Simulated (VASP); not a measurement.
# C (Fd-3m) in VASP: a series of runs, part 2 of 2

VASP 6.6.1. Earlier steps stand in the parts before.

## 5. Single point, PBE

This run uses another cell than the first one: it holds 12 atoms, not 8.

The input, INCAR:

```
ALGO     = Normal         # electronic algorithm
EDIFF    = 1E-7           # SCF threshold, eV
ENCUT    = 520            # plane-wave cutoff, eV
GGA      = PE             # functional
ISIF     = 2              # what is computed and relaxed
ISMEAR   = 0              # smearing method
LASPH    = True           # aspherical terms in the spheres
LCHARG   = False          # write CHGCAR
LREAL    = False          # projectors in reciprocal space
LWAVE    = False          # write WAVECAR
NBANDS   = 36             # bands
NELM     = 80             # most SCF steps
PREC     = Accurate       # precision mode
SIGMA    = 0.05           # smearing width, eV
```

The input, KPOINTS:

```
k-points
0
Gamma
  10 10 2
```

The input, POSCAR:

```
C
1.0
    1.7834000000     -1.7834000000      0.0000000000
    1.7834000000      0.0000000000     -1.7834000000
    7.1336000000      7.1336000000      7.1336000000
C
12
Direct
    0.6666666667      0.6666666667      0.4166666667
    0.0000000000      0.0000000000      0.2500000000
    0.3333333333      0.3333333333      0.5833333333
    0.6666666667      0.6666666667      0.9166666667
    1.0000000000      1.0000000000      0.7500000000
    0.3333333333      0.3333333333      0.0833333333
    0.6666666667      0.6666666667      0.5416666667
    1.0000000000      1.0000000000      0.3750000000
    0.3333333333      0.3333333333      0.7083333333
    0.6666666667      0.6666666667      0.0416666667
    0.0000000000      0.0000000000      0.8750000000
    0.3333333333      0.3333333333      0.2083333333
```

Potentials or basis: VASP PAW PBE potentials, release 64 (C).

Started as:

```
$ cat potpaw_PBE.64/C/POTCAR > POTCAR
$ mpirun -np 1 vasp_std > vasp.out
```

OUTCAR:

```text
EDIFF = 1E-7
   ENCUT = 520
   GGA = PE
   ISIF = 2
   ISMEAR = 0
   LASPH = True
   LREAL = False
   NELM = 80
   PREC = Accurate

 ion  position               nearest neighbor table
   1  0.667  0.667  0.417-   8 1.54   7 1.54   8 1.54   8 1.54
   2  0.000  0.000  0.250-  12 1.54   8 1.54  12 1.54  12 1.54
   3  0.333  0.333  0.583-   7 1.54   7 1.54   7 1.54   9 1.54
   4  0.667  0.667  0.917-  11 1.54  10 1.54  11 1.54  11 1.54
   5  0.000  0.000  0.750-   9 1.54  11 1.54   9 1.54   9 1.54
   6  0.333  0.333  0.083-  10 1.54  10 1.54  10 1.54  12 1.54
   7  0.667  0.667  0.542-   3 1.54   3 1.54   1 1.54   3 1.54
   8  0.000  0.000  0.375-   1 1.54   2 1.54   1 1.54   1 1.54
   9  0.333  0.333  0.708-   5 1.54   3 1.54   5 1.54   5 1.54
  10  0.667  0.667  0.042-   6 1.54   6 1.54   4 1.54   6 1.54
  11  0.000  0.000  0.875-   4 1.54   5 1.54   4 1.54   4 1.54
  12  0.333  0.333  0.208-   2 1.54   6 1.54   2 1.54   2 1.54

  LATTYP: Found a hexagonal cell.
 ALAT       =     2.5221084671
 C/A-ratio  =     4.8989794856

  Lattice vectors:

 A1 = (  -1.7834000000,   0.0000000000,   1.7834000000)
 A2 = (   1.7834000000,  -1.7834000000,   0.0000000000)
 A3 = (   7.1336000000,   7.1336000000,   7.1336000000)

Analysis of symmetry for initial positions (statically):
=====================================================================
 Subroutine PRICEL returns following result:

  LATTYP: Found a face centered cubic cell.
 ALAT       =     3.5668000005

  Lattice vectors:

 A1 = (  -1.7834000004,  -1.7834000002,  -0.0000000002)
 A2 = (  -0.0000000011,  -1.7834000005,   1.7833999995)
 A3 = (  -1.7834000000,   0.0000000000,   1.7834000000)

   6 primitive cells build up your supercell.

 Routine SETGRP: Setting up the symmetry group for a
[... 157 lines left out ...]
   GGA     = PE    functional components
   LHFCALC =     F    Hartree Fock is set to
   AEXX    =    0.0000 exact exchange contribution
   IVDW    =     0    specifies the selected vdW correction
   LEPSILON=     F    determine dielectric tensor
   LRPA    =     F    only Hartree local field effects (RPA)
 non-spin polarized calculation
 Gauss-broadening in eV      SIGMA  =   0.05
  energy-cutoff  :      520.00
  volume of cell :       68.07
 maximum number of plane-waves:      1860
   NGX =  9   NGY =  9   NGZ = 45

 number of electron      47.9999995 magnetization

 Free energy of the ion-electron system (eV)
  ---------------------------------------------------
  ext. energy  EPLUGINS =         0.00000000
  ---------------------------------------------------
  free energy    TOTEN  =      -109.11140724 eV

  energy without entropy =     -109.11140724  energy(sigma->0) =     -109.11140724

 E-fermi :  10.0474     XC(G=0): -13.2506

 val. band max:        9.7294371733   @ k =   0.0000   0.0000   0.0000
 cond. band min:      13.9041491915   @ k =   0.4000   0.0000   0.5000
 fundamental gap:      4.1747120181
 Fermi energy:        10.0473761146

 k-point     1 :       0.0000    0.0000    0.0000
  band No.  band energies     occupation
      1     -11.7473      2.00000
      2     -10.9802      2.00000
      3     -10.9802      2.00000
      4      -8.7308      2.00000
      5      -8.7308      2.00000
      6      -5.9717      2.00000
[... 925 lines left out ...]
     35      19.6659      0.00000
     36      20.3608      0.00000

 [... further k-points ...]

------------------------ aborting loop because EDIFF is reached ----------------------------------------

  FORCE on cell =-STRESS in cart. coord.  units (eV):
  Direction    XX          YY          ZZ          XY          YZ          ZX
  --------------------------------------------------------------------------------------
  -------------------------------------------------------------------------------------
  Total        1.0332218      1.0332218      1.0332218     -0.0017529     -0.0017529     -0.0017529
  in kB       24.3207300     24.3207300     24.3207300     -0.0412600     -0.0412600     -0.0412600
  external PRESSURE =      24.3207300 kB  Pullay stress =       0.0000000 kB

 VOLUME and BASIS-vectors are now :
 -----------------------------------------------------------------------------
  energy-cutoff  :      520.00
  volume of cell :       68.07
      direct lattice vectors                 reciprocal lattice vectors
     1.783400000 -1.783400000  0.000000000     0.186908901 -0.373817801  0.186908901
     1.783400000  0.000000000 -1.783400000     0.186908901  0.186908901 -0.373817801
     7.133600000  7.133600000  7.133600000     0.046727225  0.046727225  0.046727225

 POSITION                                       TOTAL-FORCE (eV/Angst)
 -----------------------------------------------------------------------------------
      5.35020      1.78340      1.78340         0.000028      0.000028      0.000028
      1.78340      1.78340      1.78340         0.000028      0.000028      0.000028
      5.35020      3.56680      3.56680         0.000028      0.000028      0.000028
      8.91700      5.35020      5.35020         0.000028      0.000028      0.000028
      5.35020      5.35020      5.35020         0.000028      0.000028      0.000028
      1.78340     -0.00000     -0.00000         0.000028      0.000028      0.000028
      6.24190      2.67510      2.67510        -0.000028     -0.000028     -0.000028
      2.67510      2.67510      2.67510        -0.000028     -0.000028     -0.000028
      6.24190      4.45850      4.45850        -0.000028     -0.000028     -0.000028
      2.67510     -0.89170     -0.89170        -0.000028     -0.000028     -0.000028
      6.24190      6.24190      6.24190        -0.000028     -0.000028     -0.000028
      2.67510      0.89170      0.89170        -0.000028     -0.000028     -0.000028
 -----------------------------------------------------------------------------------
    total drift:                               -0.000000     -0.000000     -0.000000

  FREE ENERGIE OF THE ION-ELECTRON SYSTEM (eV)
  ---------------------------------------------------
  free  energy   TOTEN  =      -109.1114072369 eV

  energy  without entropy=     -109.1114072369  energy(sigma->0) =     -109.11140724
```

OSZICAR:

```text
N       E                     dE             d eps       ncg     rms          rms(c)
DAV:   1     0.125145705765E+03    0.12515E+03   -0.25425E+04  2016   0.131E+03
DAV:   2    -0.104262212362E+03   -0.22941E+03   -0.21794E+03  2640   0.254E+02
DAV:   3    -0.112842734435E+03   -0.85805E+01   -0.85238E+01  2672   0.454E+01
DAV:   4    -0.112942029534E+03   -0.99295E-01   -0.99054E-01  2680   0.520E+00
DAV:   5    -0.112943959030E+03   -0.19295E-02   -0.19284E-02  2560   0.694E-01    0.136E+01
DAV:   6    -0.110068130978E+03    0.28758E+01   -0.19088E+00  2352   0.646E+00    0.812E+00
DAV:   7    -0.109108045714E+03    0.96009E+00   -0.24045E+00  2296   0.749E+00    0.170E+00
DAV:   8    -0.109111065451E+03   -0.30197E-02   -0.64367E-02  2564   0.117E+00    0.853E-02
DAV:   9    -0.109111302918E+03   -0.23747E-03   -0.77522E-04  2584   0.153E-01    0.377E-02
DAV:  10    -0.109111407745E+03   -0.10483E-03   -0.10237E-04  2512   0.623E-02    0.162E-02
DAV:  11    -0.109111407161E+03    0.58439E-06   -0.16671E-06  2660   0.738E-03    0.185E-03
DAV:  12    -0.109111407237E+03   -0.76314E-07   -0.39446E-08  1920   0.138E-03
   1 F= -.10911141E+03 E0= -.10911141E+03  d E =-.116179E-20
```

Wall time 39 s (1 thread of Intel Xeon Platinum 8559C (Emerald Rapids), shared host); peak memory 0.19 GiB.

Results:

| Property | Result |
| --- | --- |
| Free energy | -109.1114 eV |
| Pressure | 2.4 GPa |
| Band gap on the k mesh | 4.17 eV |

Levels at points of the mesh, in eV from the valence-band top:
```
           k point  band 22  band 23  band 24  band 25  band 26  band 27
(0.00, 0.00, 0.00)     0.00     0.00     0.00     5.59     5.59     5.59
(0.50, 0.00, 0.00)    -3.97    -2.80    -2.80     4.76     4.76     5.27
(0.00, 0.00, 0.50)    -0.32    -0.32    -0.32     6.01     6.01     6.01
(0.50, 0.00, 0.50)    -3.45    -3.15    -3.15     4.77     4.77     5.90
```

A k mesh can miss the band edges. As with any semilocal functional, this PBE gap is likely too small.

## 6. The runs side by side

| cell | k mesh | cutoff (eV) | gap on the mesh (eV) | pressure (GPa) |
| --- | --- | --- | --- | --- |
| a = 3.567 Å, 8 atoms | 6 × 6 × 6 | 520 | 4.15 | 2.4 |
| a = 2.522 Å, angles 60.0°, 2 atoms | 12 × 12 × 12 | 520 | 4.15 | 2.4 |
| a = 3.567 Å, 8 atoms | 6 × 6 × 6 | 600 | 4.15 | 1.8 |
| a = 2.522, b = 2.522, c = 12.356 Å, angles 90.0, 90.0, 60.0°, 12 atoms | 10 × 10 × 2 | 520 | 4.17 | 2.4 |

Alike in all rows: task single point; level PBE; potentials or basis VASP PAW PBE potentials, release 64 (C); no spin polarisation; smearing gaussian 0.05 eV.

Absolute energies hang on the potentials; compare differences alone.
